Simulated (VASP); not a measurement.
A run of VASP 6.6.1 is set up as follows.

INCAR

```
SYSTEM = Al2O3
PREC = Accurate
ENCUT = 600
EDIFF = 1E-7
ISMEAR = 0
SIGMA = 0.1
LREAL = .False.
LASPH = .True.
NELM = 80
ALGO = Normal
ISIF = 3
LWAVE = .False.
LCHARG = .False.
GGA = PE
IBRION = 2
NSW = 90
EDIFFG = -0.04
```

Contents of KPOINTS:

```
Automatic mesh
0
Gamma
  6 6 4
  0 0 0
```

POSCAR

```
Al2O3
1.0
    4.3024199700      0.0000000000      0.0000000000
   -2.1512099900      3.7260049900      0.0000000000
    0.0000000000      0.0000000000      4.3080588400
Al O
2 3
Direct
    0.0000000000      0.0000000000      0.5000000000
    0.0000000000      0.0000000000      0.0000000000
    0.5000000000      0.0000000000      0.5000000000
    0.0000000000      0.5000000000      0.5000000000
    0.5000000000      0.5000000000      0.5000000000
```

Potentials or basis: VASP PAW PBE potentials, release 64 (Al, O).

Run with:

```bash
$ cat potpaw_PBE.64/Al/POTCAR potpaw_PBE.64/O/POTCAR > POTCAR
$ mpirun -np 1 vasp_std > vasp.out
```

Question: Estimate the relaxed volume.

Answer: 15.47 Å³/atom.

Question: What does it give for the relaxed cell?

Answer: a = 4.080 Å, b = 4.080 Å, c = 5.364 Å, α = 90.00°, β = 90.00°, γ = 120.00°.

Question: Estimate the space group after relaxing (to 0.1 Å).

Answer: P6/mmm (No. 191).

Stress tensor (GPa, compression positive):
```
 0.04  0.00  0.00
 0.00  0.04  0.00
 0.00  0.00 -0.28
```

Caveat: the k points lie up to 0.30 Å⁻¹ apart in the final cell, too coarse for converged energies and pressures of a metal; a cell axis changed by over 15 % at a fixed basis, so the end point is rough.
